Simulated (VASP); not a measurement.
BAs:

```
B As
1.0
     0.00000    2.39187    2.48754
     2.39187    0.00000    2.48754
     2.39187    2.39187    0.00000
B As
1 1
Direct
  0.00000 0.00000 0.00000
  0.25000 0.25000 0.25000
```

This cell differs from its parent crystal: uniaxial z strain +4.0%.

Base run:

| Item | Value |
| --- | --- |
| Program | VASP 6.6.1 |
| Functional | PBE |
| Potentials or basis | VASP PAW PBE potentials, release 64 (B, As) |
| Cutoff | 520 eV |
| k mesh | 10 × 10 × 10 |
| Occupations | fermi-dirac, width 0.02 eV |
| Spin | no spin polarisation |

Its results: band gap on the k mesh 0.93 eV, indirect (least direct gap 3.02 eV); pressure -2.4 GPa.

**Question.** The run is repeated on the same cell with these changes: k mesh from 10 × 10 × 10 to 6 × 6 × 6; occupations from fermi-dirac, width 0.02 eV to gaussian, width 0.01 eV. What comes out?

**Answer.** Band gap on the k mesh 1.02 eV, indirect (least direct gap 3.02 eV); pressure -2.4 GPa.

A k mesh can miss the band edges.
